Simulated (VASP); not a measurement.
Input of a VASP 6.6.1 run:

POSCAR

```
W
1.0
    0.0000000000      2.0300000000      2.1924000000
    2.0300000000      0.0000000000      2.1924000000
    2.0300000000      2.0300000000      0.0000000000
W
1
Direct
    0.0000000000      0.0000000000      0.0000000000
```

INCAR.step1

```
PREC = Accurate
ENCUT = 520
ISMEAR = 0
SIGMA = 0.15
LREAL = F
LASPH = T
NELM = 100
NBANDS = 13
GGA = PE
ALGO = Normal
EDIFF = 1E-4
LWAVE = T
LCHARG = F
```

INCAR.step2

```
PREC = Accurate
ENCUT = 520
EDIFF = 1E-6
ISMEAR = 0
SIGMA = 0.15
LREAL = F
LASPH = T
NELM = 100
ALGO = Normal
ISIF = 2
LWAVE = F
LCHARG = F
METAGGA = R2SCAN
LMIXTAU = T
NBANDS = 13
ISTART = 1
```

KPOINTS

```
Automatic mesh
0
Gamma
  20 20 20
```

Potentials or basis: VASP PAW PBE potentials, release 64 (W_sv).

Command:

```console
$ cat potpaw_PBE.64/W_sv/POTCAR > POTCAR
$ cp INCAR.step1 INCAR
$ mpirun -np 1 vasp_std > vasp.out
$ cp INCAR.step2 INCAR
$ mpirun -np 1 vasp_std > vasp.out
```

What does it give for the pressure?

-25.5 GPa.

What does it give for the band gap on the k mesh?

Zero (bands 7 and 8 overlap by 3.28 eV).

Stress tensor (GPa, compression positive):
```
-30.64   0.00   0.00
  0.00 -30.64   0.00
  0.00   0.00 -15.19
```

Caveat: the cell differs from its parent crystal (strain +0.000 along x and y, +0.080 along z); the stress differs along the axes, from -31 to -15 GPa; the PAW data sets were made with another functional, which shifts forces and pressure a little; spin-orbit coupling is left out, which moves the levels of the heavy elements.
